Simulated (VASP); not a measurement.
# BaTiO3 (R3m) in VASP: single point with PBEsol

Aim: the single point of BaTiO3 with PBEsol.

Everything below comes from runs of VASP 6.6.1. Logs are shortened: lines on timing, memory, paths and dates and some standing lists are left out, and cuts for length are marked.

## Step 1: The cell of the first run

Symmetry: R3m, No. 160, trigonal system. Conventional cell: a = 5.635 Å, b = 5.635 Å, c = 6.925 Å, α = 90.00°, β = 90.00°, γ = 120.00°. Within 3.6 Å of Ba (site symmetry 3m) lie 12 O at 2.76 to 2.89 Å and 8 Ti at 3.39 to 3.54 Å. Ti (site symmetry 3m) has 6 O at 1.88 to 2.12 Å within 2.5 Å. O (site symmetry m) has 2 Ti at 1.88 to 2.12 Å within 2.5 Å.

## Step 2: Single point, PBEsol

INCAR reads:

```
SYSTEM = BaTiO3
PREC = Accurate
ENCUT = 1340
EDIFF = 1E-6
ISMEAR = -1
SIGMA = 0.02
LREAL = .FALSE.
LASPH = .TRUE.
NELM = 120
ALGO = Normal
ISIF = 2
LWAVE = .FALSE.
LCHARG = .FALSE.
GGA = PS
NBANDS = 28
GGA_COMPAT = .FALSE.
```

KPOINTS reads:

```
regular mesh
0
G
  6 6 6
  0 0 0
```

POSCAR reads:

```
BaTiO3
1.0
    2.8173256767      1.6265837378      2.3084016530
   -2.8173256767      1.6265837378      2.3084016530
    0.0000000000     -3.2531674757      2.3084016529
Ba Ti O
1 1 3
Direct
    0.0004279805      0.0004279805      0.0004279805
    0.5114805595      0.5114805595      0.5114805595
    0.4884948912      0.9822026777      0.4884948912
    0.4884948912      0.4884948912      0.9822026777
    0.9822026777      0.4884948912      0.4884948912
```

Potentials or basis: VASP PAW PBE potentials, release 64 (Ba_sv, Ti_sv, O_h).

Command:

```
$ cat potpaw_PBE.64/Ba_sv/POTCAR potpaw_PBE.64/Ti_sv/POTCAR potpaw_PBE.64/O_h/POTCAR > POTCAR
$ mpirun -np 1 vasp_std > vasp.out
```

OUTCAR:

```text
SYSTEM = BaTiO3
   PREC = Accurate
   ENCUT = 1340
   EDIFF = 1E-6
   ISMEAR = -1
   LREAL = .FALSE.
   LASPH = .TRUE.
   NELM = 120
   ISIF = 2
   GGA = PS

 ion  position               nearest neighbor table
   1  0.000  0.000  0.000-   3 2.76   5 2.76   4 2.76   3 2.82   5 2.82   5 2.82   3 2.82   4 2.82
                             4 2.82   5 2.89   3 2.89   4 2.89   2 3.39   2 3.43   2 3.43   2 3.43
   2  0.511  0.511  0.511-   4 1.88   3 1.88   5 1.88   4 2.12   3 2.12   5 2.12   1 3.39   1 3.43
                             1 3.43   1 3.43   1 3.48   1 3.48   1 3.48   1 3.54
   3  0.488  0.982  0.488-   2 1.88   2 2.12   1 2.76   1 2.82   1 2.82   1 2.89
   4  0.488  0.488  0.982-   2 1.88   2 2.12   1 2.76   1 2.82   1 2.82   1 2.89
   5  0.982  0.488  0.488-   2 1.88   2 2.12   1 2.76   1 2.82   1 2.82   1 2.89

  LATTYP: Found a trigonal (rhomboedric) cell.
 ALAT       =     3.9889618720
 COS(alpha) =     0.0023359293

  Lattice vectors:

 A1 = (   2.8173256767,   1.6265837378,   2.3084016530)
 A2 = (  -2.8173256767,   1.6265837378,   2.3084016530)
 A3 = (   0.0000000000,  -3.2531674757,   2.3084016529)

Analysis of symmetry for initial positions (statically):
=====================================================================
 Subroutine PRICEL returns:
 Original cell was already a primitive cell.

 Routine SETGRP: Setting up the symmetry group for a
 trigonal (rhombohedral) supercell.

 Subroutine GETGRP returns: Found  6 space group operations
 (whereof  6 operations were pure point group operations)
 out of a pool of 12 trial point group operations.

The static configuration has the point symmetry C_3v.

Analysis of symmetry for dynamics (positions and initial velocities):
=====================================================================
 Subroutine PRICEL returns:
 Original cell was already a primitive cell.

 Routine SETGRP: Setting up the symmetry group for a
 trigonal (rhombohedral) supercell.

 Subroutine GETGRP returns: Found  6 space group operations
 (whereof  6 operations were pure point group operations)
 out of a pool of 12 trial point group operations.

The dynamic configuration has the point symmetry C_3v.

 Subroutine INISYM returns: Found  6 space group operations
 (whereof  6 operations are pure point group operations),
 and found     1 'primitive' translations

----------------------------------------------------------------------------------------

                                     Primitive cell

  volume of cell :      63.4711

  direct lattice vectors                    reciprocal lattice vectors
     2.817325677  1.626583738  2.308401653     0.177473270  0.102464240  0.144400058
    -2.817325677  1.626583738  2.308401653    -0.177473270  0.102464240  0.144400058
     0.000000000 -3.253167476  2.308401653     0.000000000 -0.204928480  0.144400058

  length of vectors
     3.988961872  3.988961872  3.988961872     0.250693157  0.250693157  0.250693157

  position of ions in fractional coordinates (direct lattice)
     0.000427980  0.000427980  0.000427980
     0.511480560  0.511480560  0.511480560
     0.488494891  0.982202678  0.488494891
     0.488494891  0.488494891  0.982202678
     0.982202678  0.488494891  0.488494891

  ion indices of the primitive-cell ions
   primitive index   ion index
                 1           1
                 2           2
                 3           3
                 4           4
                 5           5

----------------------------------------------------------------------------------------

 KPOINTS: regular mesh

Automatic generation of k-mesh.
 Grid dimensions read from file:
 generate k-points for:    6    6    6

 Generating k-lattice:

  Cartesian coordinates                     Fractional coordinates (reciprocal lattice)
     0.029578878  0.017077373  0.024066676     0.166666667 -0.000000000  0.000000000
    -0.029578878  0.017077373  0.024066676    -0.000000000  0.166666667  0.000000000
     0.000000000 -0.034154747  0.024066676     0.000000000  0.000000000  0.166666667

  Length of vectors
     0.041782193  0.041782193  0.041782193

  Shift w.r.t. Gamma in fractional coordinates (k-lattice)
     0.000000000  0.000000000  0.000000000

 Subroutine IBZKPT returns following result:
 ===========================================

 Found     32 irreducible k-points:

 Following reciprocal coordinates:
            Coordinates               Weight
  0.000000  0.000000  0.000000      1.000000
  0.166667  0.000000 -0.000000      6.000000
  0.333333  0.000000 -0.000000      6.000000
  0.500000  0.000000  0.000000      3.000000
  0.166667  0.166667 -0.000000      6.000000
  0.333333  0.166667 -0.000000     12.000000
[... 16 lines left out ...]
  0.500000  0.500000  0.166667      6.000000
 -0.333333  0.500000  0.166667     12.000000
 [... further k-points ...]
   k-points           NKPTS =     32   k-points in BZ     NKDIM =     32   number of bands    NBANDS=     28
   number of dos      NEDOS =    301   number of ions     NIONS =      5
   total plane-waves  NPLWV = 110592
   dimension x,y,z NGX =    48 NGY =   48 NGZ =   48
   dimension x,y,z NGXF=    96 NGYF=   96 NGZF=   96
   ions per type =               1   1   3
   NGX,Y,Z   is equivalent  to a cutoff of  20.00, 20.00, 20.00 a.u.
   NGXF,Y,Z  is equivalent  to a cutoff of  40.01, 40.01, 40.01 a.u.
 SYSTEM =  BaTiO3
   PREC   = accura    normal or accurate (medium, high low for compatibility)
   ISTART =      0    job   : 0-new  1-cont  2-samecut
   ICHARG =      2    charge: 1-file 2-atom 10-const
   ISPIN  =      1    spin polarized calculation?
   LNONCOLLINEAR =      F non collinear calculations
   LSORBIT =      F    spin-orbit coupling
   LASPH  =      T    aspherical Exc in radial PAW
   ENCUT  = 1340.0 eV  98.49 Ry    9.92 a.u.  11.91 11.91 11.91*2*pi/ulx,y,z
   NELM   =    120;   NELMIN=  2; NELMDL= -5     # of ELM steps
   EDIFF  = 0.1E-05   stopping-criterion for ELM
   LREAL  =      F    real-space projection
[... 7 lines left out ...]
   TEBEG  =    0.0;   TEEND  =   0.0 temperature during run
   PSTRESS=    0.0 pullay stress
   NELECT =      40.0000    total number of electrons
   NUPDOWN=      -1.0000    fix difference up-down
   EMIN   =  10.00;   EMAX   =-10.00  energy-range for DOS
   EFERMI =   0.00;   METHOD = LEGACY
   ISMEAR =    -1;   SIGMA  =   0.02  broadening in eV -4-tet -1-fermi 0-gaus
   EFERMI_NEDOS =   21; number of points for ismear=-14 and -15
   IALGO  =     38    algorithm
   IMIX   =      4    mixing-type and parameters
     AMIX     =   0.40;   BMIX     =  1.00
     AMIX_MAG =   1.60;   BMIX_MAG =  1.00
  volume/ion in A,a.u.               =      12.69        85.66
  Fermi-wavevector in a.u.,A,eV,Ry     =   1.403577  2.652375 26.803849  1.970027
  Thomas-Fermi vector in A             =   2.526225
   LORBIT       =      0    0 simple, 1 ext, 2 COOP (PROOUT), +10 PAW based schemes
   GGA     = PS    functional components
   LHFCALC =     F    Hartree Fock is set to
   AEXX    =    0.0000 exact exchange contribution
   IVDW    =     0    specifies the selected vdW correction
   LEPSILON=     F    determine dielectric tensor
   LRPA    =     F    only Hartree local field effects (RPA)
 non-spin polarized calculation
  energy-cutoff  :     1340.00
  volume of cell :       63.47
 maximum number of plane-waves:      7095
   NGX = 23   NGY = 23   NGZ = 23

 number of electron      40.0000001 magnetization

 Free energy of the ion-electron system (eV)
  ---------------------------------------------------
  ext. energy  EPLUGINS =         0.00000000
  ---------------------------------------------------
  free energy    TOTEN  =       -42.02944315 eV

  energy without entropy =      -42.02944315  energy(sigma->0) =      -42.02944315

 E-fermi :   4.5033     XC(G=0): -11.5616

 val. band max:        4.0805173412   @ k =   0.5000   0.5000   0.5000
 cond. band min:       6.3468387708   @ k =   0.0000   0.0000   0.0000
 fundamental gap:      2.2663214296
 Fermi energy:         4.5032633069

 k-point     1 :       0.0000    0.0000    0.0000
  band No.  band energies     occupation
      1     -51.9587      2.00000
      2     -28.3271      2.00000
      3     -28.3271      2.00000
      4     -28.3216      2.00000
      5     -20.6366      2.00000
      6     -12.7006      2.00000
[... 20 lines left out ...]
     27       9.0404      0.00000
     28      11.3745      0.00000

 k-point     2 :       0.1667    0.0000   -0.0000
  band No.  band energies     occupation
      1     -51.9584      2.00000
      2     -28.3402      2.00000
      3     -28.3265      2.00000
      4     -28.3224      2.00000
      5     -20.6048      2.00000
      6     -12.7273      2.00000
[... 20 lines left out ...]
     27       9.5835      0.00000
     28      12.0396      0.00000

 k-point     3 :       0.3333    0.0000   -0.0000
  band No.  band energies     occupation
      1     -51.9578      2.00000
      2     -28.3686      2.00000
      3     -28.3254      2.00000
      4     -28.3215      2.00000
      5     -20.5398      2.00000
      6     -12.8677      2.00000
[... 20 lines left out ...]
     27      10.8587      0.00000
     28      12.4136      0.00000

 k-point     4 :       0.5000    0.0000    0.0000
  band No.  band energies     occupation
      1     -51.9576      2.00000
      2     -28.3828      2.00000
      3     -28.3248      2.00000
      4     -28.3210      2.00000
      5     -20.5066      2.00000
      6     -12.9595      2.00000
[... 20 lines left out ...]
     27      11.6575      0.00000
     28      12.3227      0.00000

 k-point     5 :       0.1667    0.1667   -0.0000
  band No.  band energies     occupation
      1     -51.9581      2.00000
      2     -28.3405      2.00000
      3     -28.3381      2.00000
      4     -28.3236      2.00000
      5     -20.5761      2.00000
      6     -12.7068      2.00000
[... 20 lines left out ...]
     27      10.1155      0.00000
     28      12.2866      0.00000

 k-point     6 :       0.3333    0.1667   -0.0000
  band No.  band energies     occupation
      1     -51.9576      2.00000
      2     -28.3677      2.00000
      3     -28.3378      2.00000
      4     -28.3226      2.00000
      5     -20.5170      2.00000
      6     -12.7650      2.00000
[... 463 lines left out ...]
      5     -20.4499      2.00000
      6     -12.4679      2.00000
[... 20 lines left out ...]
     27      12.2700      0.00000
     28      12.5517      0.00000

 k-point    22 :      -0.1667    0.3333    0.1667
  band No.  band energies     occupation
      1     -51.9573      2.00000
      2     -28.3670      2.00000
      3     -28.3394      2.00000
      4     -28.3344      2.00000
      5     -20.4947      2.00000
      6     -12.6582      2.00000
[... 20 lines left out ...]
     27      11.5558      0.00000
     28      12.5823      0.00000

 k-point    23 :       0.5000    0.5000    0.1667
  band No.  band energies     occupation
      1     -51.9562      2.00000
      2     -28.3799      2.00000
      3     -28.3762      2.00000
      4     -28.3344      2.00000
      5     -20.4073      2.00000
      6     -12.2142      2.00000
[... 20 lines left out ...]
     27      12.6359      0.00000
     28      12.9808      0.00000

 k-point    24 :      -0.3333    0.5000    0.1667
  band No.  band energies     occupation
      1     -51.9565      2.00000
      2     -28.3792      2.00000
      3     -28.3641      2.00000
      4     -28.3349      2.00000
      5     -20.4274      2.00000
      6     -12.4008      2.00000
[... 20 lines left out ...]
     27      12.2659      0.00000
     28      12.7541      0.00000

 [... further k-points ...]

------------------------ aborting loop because EDIFF is reached ----------------------------------------

  FORCE on cell =-STRESS in cart. coord.  units (eV):
  Direction    XX          YY          ZZ          XY          YZ          ZX
  --------------------------------------------------------------------------------------
  -------------------------------------------------------------------------------------
  Total        0.6731396      0.6731396      0.6694434      0.0000000      0.0000000     -0.0000000
  in kB       16.9918096     16.9918096     16.8985069      0.0000000      0.0000000     -0.0000000
  external PRESSURE =      16.9607087 kB  Pullay stress =       0.0000000 kB

 VOLUME and BASIS-vectors are now :
 -----------------------------------------------------------------------------
  energy-cutoff  :     1340.00
  volume of cell :       63.47
      direct lattice vectors                 reciprocal lattice vectors
     2.817325677  1.626583738  2.308401653     0.177473270  0.102464240  0.144400058
    -2.817325677  1.626583738  2.308401653    -0.177473270  0.102464240  0.144400058
     0.000000000 -3.253167476  2.308401653     0.000000000 -0.204928480  0.144400058

 POSITION                                       TOTAL-FORCE (eV/Angst)
 -----------------------------------------------------------------------------------
      0.00000     -0.00000      0.00296         0.000000      0.000000     -0.041602
      0.00000     -0.00000      3.54211         0.000000      0.000000     -0.023647
     -1.39094      0.80306      4.52260        -0.005273      0.003044      0.021750
      0.00000     -1.60611      4.52260         0.000000     -0.006088      0.021750
      1.39094      0.80306      4.52260         0.005273      0.003044      0.021750
 -----------------------------------------------------------------------------------
    total drift:                                0.000000      0.000000      0.000570

  FREE ENERGIE OF THE ION-ELECTRON SYSTEM (eV)
  ---------------------------------------------------
  free  energy   TOTEN  =       -42.0294431497 eV

  energy  without entropy=      -42.0294431497  energy(sigma->0) =      -42.02944315
```

Wall time 3 min (1 thread of Intel Xeon Platinum 8259CL at 2.50GHz (Skylake/Cascade Lake), shared host); peak memory 0.49 GiB.

What came out:

- Free energy: -42.0294 eV
- Pressure: 1.7 GPa
- Largest force: 0.042 eV/Å
- Band gap on the k mesh: 2.27 eV (least direct gap 2.62 eV)

Forces in eV/Å, atoms in the order of the input:
```
Ba   0.000  0.000 -0.042
Ti   0.000  0.000 -0.024
O   -0.005  0.003  0.022
O    0.000 -0.006  0.022
O    0.005  0.003  0.022
```

Caveat: the PAW data sets were made with another functional, which shifts forces and pressure a little; spin-orbit coupling is left out, which moves the levels of the heavy elements. A k mesh can miss the band edges.
